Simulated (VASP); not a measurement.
# RuF2 (C2/m) in VASP: single point with PBE+U

Aim: the single point of RuF2 with PBE+U.

All numbers are computed with VASP 6.6.1; they aren't measurements. Logs are shortened: lines on timing, memory, paths and dates and some standing lists are left out, and cuts for length are marked.

## 1. The cell of the first run

It takes space group C2/m (No. 12, monoclinic). The conventional cell has a = 5.062 Å, b = 3.103 Å, c = 3.569 Å, α = 90.00°, β = 90.04°, γ = 90.00°. Ru (site symmetry 2/m) has 6 F at 1.89 to 2.09 Å within 2.5 Å. Within 2.5 Å of F (site symmetry m) lie 3 Ru at 1.89 to 2.09 Å and 3 F at 2.25 to 2.43 Å.

## 2. Single point, PBE+U, collinear spin, ferromagnetic start

INCAR reads:

```
SYSTEM = RuF2
PREC = Accurate
ENCUT = 520
EDIFF = 1E-6
ISMEAR = 0
SIGMA = 0.05
LREAL = .FALSE.
LASPH = .TRUE.
NELM = 150
ALGO = Normal
ISIF = 2
LWAVE = .FALSE.
LCHARG = .FALSE.
ISPIN = 2
MAGMOM = 4 0 0
LORBIT = 11
LMAXMIX = 4
LDAU = .TRUE.
LDAUTYPE = 2
LDAUL = 2 -1
LDAUU = 6 0
LDAUJ = 0 0
LDAUPRINT = 1
GGA = PE
NBANDS = 25
```

KPOINTS reads:

```
Automatic mesh
0
G
  7 7 5
  0 0 0
```

POSCAR reads:

```
RuF2
1.0
    2.5309859900     -1.5515447600      0.0000000000
    2.5309859900      1.5515447600      0.0000000000
   -0.0024917900      0.0000000000      3.5692209900
Ru F
1 2
Direct
    0.0000000000      0.0000000000      0.0000000000
    0.6879000000      0.6879000000      0.2889000000
    0.3121000000      0.3121000000      0.7111000000
```

Potentials or basis: VASP PAW PBE potentials, release 64 (Ru_pv, F).

On the command line:

```bash
$ cat potpaw_PBE.64/Ru_pv/POTCAR potpaw_PBE.64/F/POTCAR > POTCAR
$ mpirun -np 1 vasp_std > vasp.out
```

OUTCAR:

```text
SYSTEM = RuF2
   PREC = Accurate
   ENCUT = 520
   EDIFF = 1E-6
   ISMEAR = 0
   LREAL = .FALSE.
   LASPH = .TRUE.
   NELM = 150
   ISIF = 2
   ISPIN = 2
   LORBIT = 11
   GGA = PE

 ion  position               nearest neighbor table
   1  0.000  0.000  0.000-   2 1.89   3 1.89   2 2.09   2 2.09   3 2.09   3 2.09
   2  0.688  0.688  0.289-   1 1.89   1 2.09   1 2.09
   3  0.312  0.312  0.711-   1 1.89   1 2.09   1 2.09

  LATTYP: Found a base centered monoclinic cell.
 ALAT       =     5.0619719800
 B/A-ratio  =     0.6130198927
 C/A-ratio  =     0.7051050211
 COS(beta)  =    -0.0006981326

  Lattice vectors:

 A1 = (   2.5309859900,  -1.5515447600,   0.0000000000)
 A2 = (   2.5309859900,   1.5515447600,   0.0000000000)
 A3 = (  -0.0024917900,   0.0000000000,   3.5692209900)

Analysis of symmetry for initial positions (statically):
=====================================================================
 Subroutine PRICEL returns:
 Original cell was already a primitive cell.

 Routine SETGRP: Setting up the symmetry group for a
 base centered monoclinic supercell.

 Subroutine GETGRP returns: Found  4 space group operations
 (whereof  4 operations were pure point group operations)
 out of a pool of  4 trial point group operations.

The static configuration has the point symmetry C_2h.

Analysis of symmetry for dynamics (positions and initial velocities):
=====================================================================
 Subroutine PRICEL returns:
 Original cell was already a primitive cell.

 Routine SETGRP: Setting up the symmetry group for a
 base centered monoclinic supercell.

 Subroutine GETGRP returns: Found  4 space group operations
 (whereof  4 operations were pure point group operations)
 out of a pool of  4 trial point group operations.

The dynamic configuration has the point symmetry C_2h.

Analysis of structural, dynamic, and magnetic symmetry:
[... 180 lines left out ...]
  o =  0.1204  v =  0.0000  0.0000  0.0000  0.0000  0.0000 -0.7607 -0.6491  0.0000  0.0000  0.0000      0.0000  0.0000  0.0000  0.0000  0.0000  0.0000  0.0000  0.0000  0.0000  0.0000
  o =  0.2169  v =  0.0000  0.0000  0.0000  0.0000  0.0000  0.0000  0.0000 -0.0042  0.7985 -0.6020      0.0000  0.0000  0.0000  0.0000  0.0000  0.0000  0.0000  0.0000  0.0000  0.0000
  o =  0.9043  v =  0.0000  0.0000  0.0000  0.0000  0.0000  0.0000  0.0000  0.3512  0.5649  0.7467      0.0000  0.0000  0.0000  0.0000  0.0000  0.0000  0.0000  0.0000  0.0000  0.0000
  o =  0.9194  v =  0.0000  0.0000 -0.5275 -0.5329 -0.6616  0.0000  0.0000  0.0000  0.0000  0.0000      0.0000  0.0000  0.0000  0.0000  0.0000  0.0000  0.0000  0.0000  0.0000  0.0000
  o =  0.9356  v =  0.0000  0.0000 -0.8460  0.2584  0.4664  0.0000  0.0000  0.0000  0.0000  0.0000      0.0000  0.0000  0.0000  0.0000  0.0000  0.0000  0.0000  0.0000  0.0000  0.0000
  o =  0.9379  v = -0.7338  0.6794  0.0000  0.0000  0.0000  0.0000  0.0000  0.0000  0.0000  0.0000      0.0000  0.0000  0.0000  0.0000  0.0000  0.0000  0.0000  0.0000  0.0000  0.0000
  o =  0.9895  v =  0.6794  0.7338  0.0000  0.0000  0.0000  0.0000  0.0000  0.0000  0.0000  0.0000      0.0000  0.0000  0.0000  0.0000  0.0000  0.0000  0.0000  0.0000  0.0000  0.0000
  o =  1.0174  v =  0.0000  0.0000  0.0775 -0.8058  0.5871  0.0000  0.0000  0.0000  0.0000  0.0000      0.0000  0.0000  0.0000  0.0000  0.0000  0.0000  0.0000  0.0000  0.0000  0.0000

 number of electron      28.0000007 magnetization       3.9999954

 Free energy of the ion-electron system (eV)
  ---------------------------------------------------
  ext. energy  EPLUGINS =         0.00000000
  ---------------------------------------------------
  free energy    TOTEN  =        -8.97131916 eV

  energy without entropy =       -8.97131916  energy(sigma->0) =       -8.97131916

 E-fermi :   9.5331     XC(G=0): -12.5737

 val. band max:        9.1106964605   @ k =   0.0000   0.0000   0.4000
 cond. band min:      10.2229701719   @ k =   0.4286   0.0000  -0.0000
 fundamental gap:      1.1122737114
 Fermi energy:         9.5330600285

 spin component 1

 k-point     1 :       0.0000    0.0000    0.0000
  band No.  band energies     occupation
      1     -35.5938      1.00000
      2     -34.4583      1.00000
      3     -34.2712      1.00000
      4     -17.7186      1.00000
      5     -15.6267      1.00000
      6      -1.7812      1.00000
[... 1337 lines left out ...]
     24      32.6994      0.00000
     25      34.2218      0.00000

 [... further k-points ...]

------------------------ aborting loop because EDIFF is reached ----------------------------------------

  FORCE on cell =-STRESS in cart. coord.  units (eV):
  Direction    XX          YY          ZZ          XY          YZ          ZX
  --------------------------------------------------------------------------------------
  -------------------------------------------------------------------------------------
  Total       24.1863655     17.9961394     15.3397688      0.0000000      0.0000000     -3.9740909
  in kB     1382.3681232   1028.5666691    876.7422016      0.0000000      0.0000000   -227.1385767
  external PRESSURE =    1095.8923313 kB  Pullay stress =       0.0000000 kB

 VOLUME and BASIS-vectors are now :
 -----------------------------------------------------------------------------
  energy-cutoff  :      520.00
  volume of cell :       28.03
      direct lattice vectors                 reciprocal lattice vectors
     2.530985990 -1.551544760  0.000000000     0.197551469 -0.322259475  0.000137917
     2.530985990  1.551544760  0.000000000     0.197551469  0.322259475  0.000137917
    -0.002491790  0.000000000  3.569220990     0.000000000  0.000000000  0.280173181

 POSITION                                       TOTAL-FORCE (eV/Angst)
 -----------------------------------------------------------------------------------
      0.00000      0.00000      0.00000        -0.000000     -0.000000      0.000000
      3.48141      0.00000      1.03115        -2.346817      0.000000      3.561083
      1.57807      0.00000      2.53807         2.346817      0.000000     -3.561083
 -----------------------------------------------------------------------------------
    total drift:                                0.000000      0.000000      0.000000

  FREE ENERGIE OF THE ION-ELECTRON SYSTEM (eV)
  ---------------------------------------------------
  free  energy   TOTEN  =        -8.9713191617 eV

  energy  without entropy=       -8.9713191617  energy(sigma->0) =       -8.97131916

 total charge

# of ion       s       p       d       tot
------------------------------------------
    1        0.282   6.242   6.097  12.621
    2        1.755   4.448   0.000   6.203
    3        1.755   4.448   0.000   6.203
--------------------------------------------------
tot          3.792  15.138   6.097  25.027

 magnetization (x)

# of ion       s       p       d       tot
------------------------------------------
    1        0.048   0.022   3.439   3.509
    2        0.016   0.166   0.000   0.181
    3        0.016   0.166   0.000   0.181
--------------------------------------------------
tot          0.079   0.353   3.439   3.871
```

stdout:

```text
POSCAR found type information on POSCAR RuF
 POSCAR found :  2 types and       3 ions
 scaLAPACK will be used
 LDA part: xc-table for (Slater+PW92), standard interpolation
 POSCAR, INCAR and KPOINTS ok, starting setup
 FFT: planning ... GRIDC
 FFT: planning ... GRID_SOFT
 FFT: planning ... GRID
 WAVECAR not read
 entering main loop
```

Run time: 2.7 min. Hardware: 1 thread of Intel Xeon 8259CL, shared host; peak memory 0.21 GiB.

Results:

| Item | Value |
| --- | --- |
| Free energy | -8.9713 eV |
| Pressure | 109.6 GPa |
| Largest force | 4.265 eV/Å |
| Band gap on the k mesh | 1.11 eV (least direct gap 1.15 eV) |
| Net moment | 4.00 μB per cell |
| Site moments | Ru +3.51; F +0.18 μB |
| Valence electrons inside the program's atomic spheres | Ru 12.62; F 6.20 |

Forces on the atoms (eV/Å):
```
Ru   0.000  0.000  0.000
F   -2.347  0.000  3.561
F    2.347  0.000 -3.561
```

Stress tensor (GPa, compression positive):
```
138.24   0.00 -22.71
  0.00 102.86   0.00
-22.71   0.00  87.67
```

Eigenvalues of the final occupation matrices:
| site | spin | trace | eigenvalues |
| --- | --- | --- | --- |
| site 1 d | 1 | 4.80 | 0.92 0.94 0.94 0.99 1.02 |
| site 1 d | 2 | 1.35 | 0.05 0.05 0.12 0.22 0.90 |

Caveat: the stress differs along the axes, from 88 to 138 GPa; forces of over 1 eV/Å act on the atoms, so gaps and moduli don't describe the material at rest. The state reached can hang on the start; a lower one may exist.
